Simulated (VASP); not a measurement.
# Ru (P6_3/mmc) in VASP: further runs

Ru is run at these levels: PBEsol, revPBE+D3(BJ); tasks: relaxation of cell and atoms, single point.

Program: VASP 6.6.1. These are calculated values, not measurements. Logs are shortened: lines on timing, memory, paths and dates and some standing lists are left out, and cuts for length are marked.

### Step 1. The cell of the first run

It takes space group P6_3/mmc (No. 194, hexagonal). Conventional cell: a = 2.706 Å, b = 2.706 Å, c = 4.282 Å, α = 90.00°, β = 90.00°, γ = 120.00°. Within 3.5 Å of Ru (site symmetry -6m2) lie 12 Ru at 2.65 to 2.71 Å.

### Step 2. Relaxation of cell and atoms, PBEsol, target pressure 30 GPa, at which the enthalpy is minimised

INCAR

```
PREC = Accurate
ENCUT = 600
EDIFF = 1E-6
ISMEAR = -1
SIGMA = 0.05
LREAL = F
LASPH = T
NELM = 60
ALGO = Normal
ISIF = 3
LWAVE = F
LCHARG = F
GGA = PS
IBRION = 2
NSW = 80
EDIFFG = -0.01
PSTRESS = 300.0
```

KPOINTS

```
Automatic mesh
0
Gamma
  11 11 6
```

POSCAR

```
Ru
1.0
    2.7058000000      0.0000000000      0.0000000000
   -1.3529000000      2.3432915376      0.0000000000
    0.0000000000      0.0000000000      4.2819000000
Ru
2
Direct
    0.6666666667      0.3333333333      0.7500000000
    0.3333333333      0.6666666667      0.2500000000
```

Potentials or basis: VASP PAW PBE potentials, release 64 (Ru_pv).

Run with:

```bash
$ cat potpaw_PBE.64/Ru_pv/POTCAR > POTCAR
$ mpirun -np 1 vasp_std > vasp.out
```

OUTCAR:

```text
PREC = Accurate
   ENCUT = 600
   EDIFF = 1E-6
   ISMEAR = -1
   LREAL = F
   LASPH = T
   NELM = 60
   ISIF = 3
   GGA = PS
   IBRION = 2
   NSW = 80
   EDIFFG = -0.01
   PSTRESS = 300.0

 ion  position               nearest neighbor table
   1  0.667  0.333  0.750-   2 2.65   2 2.65   2 2.65   2 2.65   2 2.65   2 2.65
   2  0.333  0.667  0.250-   1 2.65   1 2.65   1 2.65   1 2.65   1 2.65   1 2.65

  LATTYP: Found a hexagonal cell.
 ALAT       =     2.7058000000
 C/A-ratio  =     1.5824894671

  Lattice vectors:

 A1 = (   2.7058000000,   0.0000000000,   0.0000000000)
 A2 = (  -1.3529000000,   2.3432915376,   0.0000000000)
 A3 = (   0.0000000000,   0.0000000000,   4.2819000000)

Analysis of symmetry for initial positions (statically):
=====================================================================
 Subroutine PRICEL returns:
 Original cell was already a primitive cell.

 Routine SETGRP: Setting up the symmetry group for a
 hexagonal supercell.

 Subroutine GETGRP returns: Found 24 space group operations
 (whereof 12 operations were pure point group operations)
 out of a pool of 24 trial point group operations.

The static configuration has the point symmetry D_3d.
 The point group associated with its full space group is D_6h.

Analysis of symmetry for dynamics (positions and initial velocities):
=====================================================================
 Subroutine PRICEL returns:
 Original cell was already a primitive cell.

 Routine SETGRP: Setting up the symmetry group for a
 hexagonal supercell.

 Subroutine GETGRP returns: Found 24 space group operations
 (whereof 12 operations were pure point group operations)
 out of a pool of 24 trial point group operations.

The dynamic configuration has the point symmetry D_3d.
 The point group associated with its full space group is D_6h.

 Subroutine INISYM returns: Found 24 space group operations
 (whereof 12 operations are pure point group operations),
 and found     1 'primitive' translations

----------------------------------------------------------------------------------------

                                     Primitive cell

  volume of cell :      27.1493

  direct lattice vectors                    reciprocal lattice vectors
     2.705800000  0.000000000  0.000000000     0.369576465  0.213375072  0.000000000
    -1.352900000  2.343291538  0.000000000     0.000000000  0.426750144  0.000000000
     0.000000000  0.000000000  4.281900000     0.000000000  0.000000000  0.233541185

  length of vectors
     2.705800000  2.705800000  4.281900000     0.426750144  0.426750144  0.233541185

  position of ions in fractional coordinates (direct lattice)
     0.666666667  0.333333333  0.750000000
     0.333333333  0.666666667  0.250000000

  ion indices of the primitive-cell ions
   primitive index   ion index
                 1           1
                 2           2

----------------------------------------------------------------------------------------

 KPOINTS: Automatic mesh

Automatic generation of k-mesh.
 Grid dimensions read from file:
 generate k-points for:   11   11    6

 Generating k-lattice:

  Cartesian coordinates                     Fractional coordinates (reciprocal lattice)
     0.033597860  0.019397734  0.000000000     0.090909091  0.000000000  0.000000000
     0.000000000  0.038795468  0.000000000     0.000000000  0.090909091  0.000000000
     0.000000000  0.000000000  0.038923531     0.000000000  0.000000000  0.166666667

  Length of vectors
     0.038795468  0.038795468  0.038923531

  Shift w.r.t. Gamma in fractional coordinates (k-lattice)
     0.000000000  0.000000000  0.000000000

 Subroutine IBZKPT returns following result:
 ===========================================

 Found     64 irreducible k-points:

 Following reciprocal coordinates:
            Coordinates               Weight
  0.000000  0.000000  0.000000      1.000000
  0.090909  0.000000  0.000000      6.000000
  0.181818  0.000000  0.000000      6.000000
  0.272727  0.000000  0.000000      6.000000
  0.363636  0.000000  0.000000      6.000000
  0.454545  0.000000  0.000000      6.000000
[... 16 lines left out ...]
  0.090909  0.090909  0.166667     12.000000
  0.181818  0.090909  0.166667     24.000000
 [... further k-points ...]
   k-points           NKPTS =     64   k-points in BZ     NKDIM =     64   number of bands    NBANDS=     18
   number of dos      NEDOS =    301   number of ions     NIONS =      2
   total plane-waves  NPLWV =  20736
   dimension x,y,z NGX =    24 NGY =   24 NGZ =   36
   dimension x,y,z NGXF=    48 NGYF=   48 NGZF=   72
   ions per type =               2
   NGX,Y,Z   is equivalent  to a cutoff of  14.75, 14.75, 13.98 a.u.
   NGXF,Y,Z  is equivalent  to a cutoff of  29.49, 29.49, 27.95 a.u.
 SYSTEM =  unknown system
   PREC   = accura    normal or accurate (medium, high low for compatibility)
   ISTART =      0    job   : 0-new  1-cont  2-samecut
   ICHARG =      2    charge: 1-file 2-atom 10-const
   ISPIN  =      1    spin polarized calculation?
   LNONCOLLINEAR =      F non collinear calculations
   LSORBIT =      F    spin-orbit coupling
   LASPH  =      T    aspherical Exc in radial PAW
   ENCUT  =  600.0 eV  44.10 Ry    6.64 a.u.   5.40  5.40  8.55*2*pi/ulx,y,z
   NELM   =     60;   NELMIN=  2; NELMDL= -5     # of ELM steps
   EDIFF  = 0.1E-05   stopping-criterion for ELM
   LREAL  =      F    real-space projection
   EDIFFG = -.1E-01   stopping-criterion for IOM
   NSW    =     80    number of steps for IOM
   IBRION =      2    ionic relax: 0-MD 1-quasi-New 2-CG
   NFREE  =      1    steps in history (QN), initial steepest desc. (CG)
   ISIF   =      3    stress and relaxation
   ISYM   =      2    0-nonsym 1-usesym 2-fastsym
   POTIM  = 0.5000    time-step for ionic-motion
   TEBEG  =    0.0;   TEEND  =   0.0 temperature during run
   PSTRESS=  300.0 pullay stress
   NELECT =      28.0000    total number of electrons
   NUPDOWN=      -1.0000    fix difference up-down
   EMIN   =  10.00;   EMAX   =-10.00  energy-range for DOS
   EFERMI =   0.00;   METHOD = LEGACY
   ISMEAR =    -1;   SIGMA  =   0.05  broadening in eV -4-tet -1-fermi 0-gaus
   EFERMI_NEDOS =   21; number of points for ismear=-14 and -15
   IALGO  =     38    algorithm
   IMIX   =      4    mixing-type and parameters
     AMIX     =   0.40;   BMIX     =  1.00
     AMIX_MAG =   1.60;   BMIX_MAG =  1.00
  volume/ion in A,a.u.               =      13.57        91.61
  Fermi-wavevector in a.u.,A,eV,Ry     =   1.654022  3.125649 37.222674  2.735789
  Thomas-Fermi vector in A             =   2.742361
   LORBIT       =      0    0 simple, 1 ext, 2 COOP (PROOUT), +10 PAW based schemes
   GGA     = PS    functional components
   LHFCALC =     F    Hartree Fock is set to
   AEXX    =    0.0000 exact exchange contribution
   IVDW    =     0    specifies the selected vdW correction
   LEPSILON=     F    determine dielectric tensor
   LRPA    =     F    only Hartree local field effects (RPA)
 conjugate gradient relaxation of ions
 non-spin polarized calculation
  energy-cutoff  :      600.00
  volume of cell :       27.15
 maximum number of plane-waves:       935
 NGX is ok and might be reduce to    24
   NGX = 11   NGY = 11   NGZ = 17

--------------------------------------- Ionic step        1  -------------------------------------------

 number of electron      28.0000002 magnetization

 Free energy of the ion-electron system (eV)
  ---------------------------------------------------
  ext. energy  EPLUGINS =         0.00000000
  ---------------------------------------------------
  free energy    TOTEN  =       -20.32903444 eV

  energy without entropy =      -20.31220887  energy(sigma->0) =      -20.32062165

------------------------ aborting loop because EDIFF is reached ----------------------------------------

  FORCE on cell =-STRESS in cart. coord.  units (eV):
  Direction    XX          YY          ZZ          XY          YZ          ZX
  --------------------------------------------------------------------------------------
  -------------------------------------------------------------------------------------
  Total       -1.0349556     -1.0349556     -1.1250354      0.0000000     -0.0000000      0.0000000
  in kB      -61.0764474    -61.0764474    -66.3923794      0.0000000     -0.0000000      0.0000000
  external PRESSURE =    -362.8484247 kB  Pullay stress =     300.0000000 kB
[... 93 lines left out ...]
  FREE ENERGIE OF THE ION-ELECTRON SYSTEM (eV)
  ---------------------------------------------------
  free  energy   TOTEN  =       -20.2423248670 eV

  energy  without entropy=      -20.2271874485  energy(sigma->0) =      -20.23475616

  enthalpy is  TOTEN    =       -15.5269886478 eV   P V=        4.7153362192

[... ionic steps 4 to 7 ...]

--------------------------------------- Ionic step        8  -------------------------------------------

 number of electron      28.0000006 magnetization

------------------------ aborting loop because EDIFF is reached ----------------------------------------

  FORCE on cell =-STRESS in cart. coord.  units (eV):
  Direction    XX          YY          ZZ          XY          YZ          ZX
  --------------------------------------------------------------------------------------
  -------------------------------------------------------------------------------------
  Total        4.5159030      4.5159030      4.5188330      0.0000000      0.0000000      0.0000000
  in kB      291.4864062    291.4864062    291.6755286      0.0000000      0.0000000      0.0000000
  external PRESSURE =      -8.4505530 kB  Pullay stress =     300.0000000 kB
[... 61 lines left out ...]
  enthalpy is  TOTEN    =       -15.5356800677 eV   P V=        4.6141339340

--------------------------------------- Ionic step       10  -------------------------------------------

 number of electron      28.0000006 magnetization

 Free energy of the ion-electron system (eV)
  ---------------------------------------------------
  ext. energy  EPLUGINS =         0.00000000
  ---------------------------------------------------
  free energy    TOTEN  =       -20.17678562 eV

  energy without entropy =      -20.16210848  energy(sigma->0) =      -20.16944705

 E-fermi :  14.3696     XC(G=0): -14.8539

 val. band max:       14.3687732828   @ k =   0.2727   0.1818   0.1667
 cond. band min:      14.4014489703   @ k =   0.0909   0.0909   0.3333
 fundamental gap:      0.0326756876
 Fermi energy:        14.3696083884

 k-point     1 :       0.0000    0.0000    0.0000
  band No.  band energies     occupation
      1     -29.5406      2.00000
      2     -28.2767      2.00000
      3     -28.2767      2.00000
      4     -28.0543      2.00000
      5     -28.0543      2.00000
      6     -28.0028      2.00000
[... 10 lines left out ...]
     17      15.8146      0.00000
     18      15.8146      0.00000
[... 466 lines left out ...]
      2     -28.6910      2.00000
      3     -28.6250      2.00000
      4     -28.4053      2.00000
      5     -28.1803      2.00000
      6     -28.1356      2.00000
[... 10 lines left out ...]
     17      16.2019      0.00000
     18      20.7241      0.00000

 [... further k-points ...]
[... 5 lines left out ...]
  --------------------------------------------------------------------------------------
  -------------------------------------------------------------------------------------
  Total        4.6431689      4.6431689      4.6379489      0.0000000     -0.0000000      0.0000000
  in kB      300.2094800    300.2094800    299.8719798      0.0000000     -0.0000000      0.0000000
  external PRESSURE =       0.0969799 kB  Pullay stress =     300.0000000 kB
[... 17 lines left out ...]
  FREE ENERGIE OF THE ION-ELECTRON SYSTEM (eV)
  ---------------------------------------------------
  free  energy   TOTEN  =       -20.1767856153 eV

  energy  without entropy=      -20.1621084781  energy(sigma->0) =      -20.16944705

  enthalpy is  TOTEN    =       -15.5368566720 eV   P V=        4.6399289433

 reached required accuracy - stopping structural energy minimisation
```

Run time: 2.1 min. Hardware: 1 thread of AMD EPYC 9R45 (Zen 5), shared host; peak memory 0.16 GiB.

Results:

- Free energy: -20.1768 eV
- Relaxed volume: 12.39 Å³/atom
- Relaxed cell: a = 2.622 Å, b = 2.622 Å, c = 4.163 Å, α = 90.00°, β = 90.00°, γ = 120.00°
- Space group after relaxing (to 0.05 Å): P6_3/mmc (No. 194)
- Energy change on relaxing (the enthalpy is what falls): +76.1 meV/atom
- Ionic steps: 10
- Pressure after relaxing: 30.0 GPa
- Band gap on the k mesh: zero (band 14 reaches 16.21 eV, above the bottom of band 15 at 12.67 eV)

The path:
```
step  energy change (eV)  largest force (eV/Å)  pressure (GPa)  volume (Å³)
   1              0.0000                0.0000           -6.28        27.15
   2              9.4419                0.0000          469.00        16.77
   3              0.0867                0.0000           22.47        25.18
   4              0.1236                0.0000           26.92        24.94
   5              0.1521                0.0000           30.01        24.78
   6              0.1436                0.0000           29.12        24.83
   7              0.1457                0.0000           29.24        24.82
   8              0.1445                0.0000           29.15        24.82
   9              0.1792                0.0000           32.74        24.64
  10              0.1522                0.0000           30.01        24.78
```

Final structure:
```yaml
crystal:
  lattice:
    - [2.62179, 0.00000, 0.00000]
    - [-1.31089, 2.27053, 0.00000]
    - [0.00000, 0.00000, 4.16270]
  atoms:
    - { symbol: Ru, position: [0.66667, 0.33333, 0.75000] }
    - { symbol: Ru, position: [0.33333, 0.66667, 0.25000] }
```

Levels at points of the mesh, in eV from the Fermi level:
| k point | band 10 | band 11 | band 12 | band 13 | band 14 | band 15 | band 16 | band 17 | band 18 |
| --- | --- | --- | --- | --- | --- | --- | --- | --- | --- |
| (0.00, 0.00, 0.00) | -2.92 | -2.74 | -2.13 | -2.13 | -1.49 | -1.49 | 1.41 | 1.44 | 1.44 |
| (0.00, 0.00, 0.50) | -3.09 | -3.09 | -3.09 | -2.98 | -2.98 | 0.73 | 0.73 | 0.73 | 0.73 |

Caveat: the cell is relaxed towards a set pressure, so the enthalpy falls and the energy may rise; the PAW data sets were made with another functional, which shifts forces and pressure a little.

(Continued in part 2 of 2.)
